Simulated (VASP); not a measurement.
# MgTe (F-43m) in VASP: single point with HSE06

Aim: the single point of MgTe with HSE06.

Everything below comes from runs of VASP 6.6.1. Logs are shortened: lines on timing, memory, paths and dates and some standing lists are left out, and cuts for length are marked.

**1. The cell of the first run**

Symmetry: F-43m, No. 216, cubic system. Conventional cell: a = 6.439 Å, b = 6.439 Å, c = 6.439 Å, α = 90.00°, β = 90.00°, γ = 90.00°. Mg (site symmetry -43m) has 4 Te at 2.79 Å within 3.7 Å. Te (site symmetry -43m) has 4 Mg at 2.79 Å within 3.7 Å.

**2. Single point, HSE06**

POSCAR

```
MgTe
1.0
    0.0000000000      3.2194050000      3.2194050000
    3.2194050000      0.0000000000      3.2194050000
    3.2194050000      3.2194050000      0.0000000000
Mg Te
1 1
Direct
    0.0000000000      0.0000000000      0.0000000000
    0.2500000000      0.2500000000      0.2500000000
```

INCAR.step1

```
PREC     = Accurate       # precision mode
ENCUT    = 520            # plane-wave cutoff, eV
EDIFF    = 1E-5           # SCF threshold, eV
ISMEAR   = -1             # smearing method
SIGMA    = 0.05           # smearing width, eV
LREAL    = F              # projectors in reciprocal space
LASPH    = T              # aspherical terms in the spheres
NELM     = 120            # most SCF steps
ALGO     = Normal         # electronic algorithm
ISIF     = 2              # what is computed and relaxed
LWAVE    = T              # write WAVECAR
LCHARG   = F              # write CHGCAR
GGA      = PE             # functional
NBANDS   = 11             # bands
GGA_COMPAT= F
```

INCAR.step2

```
PREC     = Accurate       # precision mode
ENCUT    = 520            # plane-wave cutoff, eV
EDIFF    = 1E-6           # SCF threshold, eV
ISMEAR   = -1             # smearing method
SIGMA    = 0.05           # smearing width, eV
LREAL    = F              # projectors in reciprocal space
LASPH    = T              # aspherical terms in the spheres
NELM     = 120            # most SCF steps
ALGO     = Normal         # electronic algorithm
ISIF     = 2              # what is computed and relaxed
LWAVE    = F              # write WAVECAR
LCHARG   = F              # write CHGCAR
GGA      = PE             # functional
LHFCALC  = T              # exact exchange
HFSCREEN = 0.2079         # screening, 1/A
PRECFOCK = Normal       
ISTART   = 1            
NBANDS   = 11             # bands
GGA_COMPAT= F
```

KPOINTS

```
Automatic mesh
0
Gamma
  7 7 7
```

Potentials or basis: VASP PAW PBE potentials, release 64 (Mg, Te).

Command:

```console
> cat potpaw_PBE.64/Mg/POTCAR potpaw_PBE.64/Te/POTCAR > POTCAR
> cp INCAR.step1 INCAR
> mpirun -np 1 vasp_std > vasp.out
> cp INCAR.step2 INCAR
> mpirun -np 1 vasp_std > vasp.out
```

OUTCAR:

```text
PREC = Accurate
   ENCUT = 520
   EDIFF = 1E-6
   ISMEAR = -1
   LREAL = F
   LASPH = T
   NELM = 120
   ISIF = 2
   GGA = PE
   LHFCALC = T
   HFSCREEN = 0.2079
   PRECFOCK = Normal
   ISTART = 1

 ion  position               nearest neighbor table
   1  0.000  0.000  0.000-   2 2.79   2 2.79   2 2.79   2 2.79
   2  0.250  0.250  0.250-   1 2.79   1 2.79   1 2.79   1 2.79

  LATTYP: Found a face centered cubic cell.
 ALAT       =     6.4388100000

  Lattice vectors:

 A1 = (   0.0000000000,   3.2194050000,   3.2194050000)
 A2 = (   3.2194050000,   0.0000000000,   3.2194050000)
 A3 = (   3.2194050000,   3.2194050000,   0.0000000000)

Analysis of symmetry for initial positions (statically):
=====================================================================
 Subroutine PRICEL returns:
 Original cell was already a primitive cell.

 Routine SETGRP: Setting up the symmetry group for a
 face centered cubic supercell.

 Subroutine GETGRP returns: Found 24 space group operations
 (whereof 24 operations were pure point group operations)
 out of a pool of 48 trial point group operations.

The static configuration has the point symmetry T_d .

Analysis of symmetry for dynamics (positions and initial velocities):
=====================================================================
 Subroutine PRICEL returns:
 Original cell was already a primitive cell.

 Routine SETGRP: Setting up the symmetry group for a
 face centered cubic supercell.

 Subroutine GETGRP returns: Found 24 space group operations
 (whereof 24 operations were pure point group operations)
 out of a pool of 48 trial point group operations.

The dynamic configuration has the point symmetry T_d .

 Subroutine INISYM returns: Found 24 space group operations
 (whereof 24 operations are pure point group operations),
 and found     1 'primitive' translations

----------------------------------------------------------------------------------------

                                     Primitive cell

  volume of cell :      66.7355

  direct lattice vectors                    reciprocal lattice vectors
     0.000000000  3.219405000  3.219405000    -0.155308201  0.155308201  0.155308201
     3.219405000  0.000000000  3.219405000     0.155308201 -0.155308201  0.155308201
     3.219405000  3.219405000  0.000000000     0.155308201  0.155308201 -0.155308201

[... 92 lines left out ...]
   EFERMI =   0.00;   METHOD = LEGACY
   ISMEAR =    -1;   SIGMA  =   0.05  broadening in eV -4-tet -1-fermi 0-gaus
   EFERMI_NEDOS =   21; number of points for ismear=-14 and -15
   IALGO  =     38    algorithm
   IMIX   =      1    mixing-type and parameters
     AMIX     =   0.40;   BMIX     =  1.00
     AMIX_MAG =   1.60;   BMIX_MAG =  1.00
  volume/ion in A,a.u.               =      33.37       225.18
  Fermi-wavevector in a.u.,A,eV,Ry     =   0.807209  1.525403  8.865366  0.651586
  Thomas-Fermi vector in A             =   1.915785
   LORBIT       =      0    0 simple, 1 ext, 2 COOP (PROOUT), +10 PAW based schemes
   GGA     = PE    functional components
   LHFCALC =     T    Hartree Fock is set to
   PRECFOCK=normal    Normal, Fast or Accurate (Low or Medium for compatibility)
   ENCUT4O =  -1.0   cutoff for four orbital integrals eV
   NKREDX  =     1    reduce k-point grid by
   NKREDY  =     1    reduce k-point grid by
   NKREDZ  =     1    reduce k-point grid by
   AEXX    =    0.2500 exact exchange contribution
   HFSCREEN=    0.2079 screening length (either q_TF or 0.3 A-1)
   HFSCREENC=   0.2079 screening length for correlation (either q_TF or 0.3 A-1)
   ENCUTFOCK=  -1.0 apply spherical cutoff to Coloumb kernel
   IVDW    =     0    specifies the selected vdW correction
   LEPSILON=     F    determine dielectric tensor
   LRPA    =     F    only Hartree local field effects (RPA)
 non-spin polarized calculation
  energy-cutoff  :      520.00
  volume of cell :       66.74
 maximum number of plane-waves:      1823
 NGX is ok and might be reduce to    36
  NGX = 28; NGY = 28; NGZ = 28

 number of electron       8.0000000 magnetization

 Free energy of the ion-electron system (eV)
  ---------------------------------------------------
  ext. energy  EPLUGINS =         0.00000000
  ---------------------------------------------------
  free energy    TOTEN  =        -7.55837669 eV

  energy without entropy =       -7.55837669  energy(sigma->0) =       -7.55837669

 E-fermi :   2.4512     XC(G=0):  -6.6342

 val. band max:        1.3941448520   @ k =   0.0000   0.0000   0.0000
 cond. band min:       4.6118909449   @ k =   0.0000   0.0000   0.0000
 fundamental gap:      3.2177460929
 Fermi energy:         2.4511755369

 k-point     1 :       0.0000    0.0000    0.0000
  band No.  band energies     occupation
      1      -9.7566      2.00000
      2       1.3941      2.00000
      3       1.3941      2.00000
      4       1.3941      2.00000
      5       4.6119      0.00000
      6       7.7817      0.00000
      7       7.7817      0.00000
      8       7.7817      0.00000
      9      11.0281      0.00000
     10      11.0281      0.00000
     11      11.2158      0.00000
[... 253 lines left out ...]
 k-point    20 :      -0.2857    0.4286    0.1429
  band No.  band energies     occupation
      1      -8.8480      2.00000
      2      -1.5715      2.00000
      3      -0.7470      2.00000
      4       0.0910      2.00000
      5       6.3994      0.00000
      6       7.8996      0.00000
      7       8.9098      0.00000
      8       9.2511      0.00000
      9      11.6571      0.00000
     10      12.5290      0.00000
     11      14.8381      0.00000

------------------------ aborting loop because EDIFF is reached ----------------------------------------

  FORCE on cell =-STRESS in cart. coord.  units (eV):
  Direction    XX          YY          ZZ          XY          YZ          ZX
  --------------------------------------------------------------------------------------
  -------------------------------------------------------------------------------------
  Total        0.1066421      0.1066421      0.1066421     -0.0000000     -0.0000000     -0.0000000
  in kB        2.5602509      2.5602509      2.5602509     -0.0000000     -0.0000000     -0.0000000
  external PRESSURE =       2.5602509 kB  Pullay stress =       0.0000000 kB

 VOLUME and BASIS-vectors are now :
 -----------------------------------------------------------------------------
  energy-cutoff  :      520.00
  volume of cell :       66.74
      direct lattice vectors                 reciprocal lattice vectors
     0.000000000  3.219405000  3.219405000    -0.155308201  0.155308201  0.155308201
     3.219405000  0.000000000  3.219405000     0.155308201 -0.155308201  0.155308201
     3.219405000  3.219405000  0.000000000     0.155308201  0.155308201 -0.155308201

 POSITION                                       TOTAL-FORCE (eV/Angst)
 -----------------------------------------------------------------------------------
      0.00000      0.00000      0.00000         0.000000     -0.000000      0.000000
      1.60970      1.60970      1.60970        -0.000000      0.000000     -0.000000
 -----------------------------------------------------------------------------------
    total drift:                                0.000001      0.000001     -0.000002

  FREE ENERGIE OF THE ION-ELECTRON SYSTEM (eV)
  ---------------------------------------------------
  free  energy   TOTEN  =        -7.5583766927 eV

  energy  without entropy=       -7.5583766927  energy(sigma->0) =       -7.55837669
```

OSZICAR.step1:

```text
N       E                     dE             d eps       ncg     rms          rms(c)
DAV:   1     0.230335172939E+02    0.23034E+02   -0.28807E+03   440   0.541E+02
DAV:   2    -0.499489433848E+01   -0.28028E+02   -0.26707E+02   526   0.826E+01
DAV:   3    -0.656193391516E+01   -0.15670E+01   -0.15644E+01   547   0.216E+01
DAV:   4    -0.658632534862E+01   -0.24391E-01   -0.24390E-01   526   0.323E+00
DAV:   5    -0.658686629680E+01   -0.54095E-03   -0.54095E-03   558   0.442E-01    0.287E+00
DAV:   6    -0.641671499110E+01    0.17015E+00   -0.30324E-01   458   0.189E+00    0.188E+00
DAV:   7    -0.639236293632E+01    0.24352E-01   -0.19621E-01   512   0.162E+00    0.957E-01
DAV:   8    -0.639584479167E+01   -0.34819E-02   -0.11505E-02   470   0.509E-01    0.199E-01
DAV:   9    -0.639573363872E+01    0.11115E-03   -0.45141E-04   500   0.107E-01    0.850E-02
DAV:  10    -0.639588421274E+01   -0.15057E-03   -0.29857E-04   473   0.805E-02    0.445E-02
DAV:  11    -0.639587436679E+01    0.98459E-05   -0.31772E-05   514   0.202E-02
   1 F= -.63958744E+01 E0= -.63958744E+01  d E =-.262865E-10
```

It took 39 min on 1 thread of Intel Xeon Platinum 8375C at 2.90GHz (Ice Lake), shared host; peak memory 0.35 GiB.

Results:

```
Free energy            : -7.5584 eV
Pressure               : 0.3 GPa
Band gap on the k mesh : 3.22 eV
```

Caveat: the PAW data sets were made with another functional, which shifts forces and pressure a little; spin-orbit coupling is left out, which moves the levels of the heavy elements; an odd mesh through Γ misses points on the zone boundary, where band edges can lie.
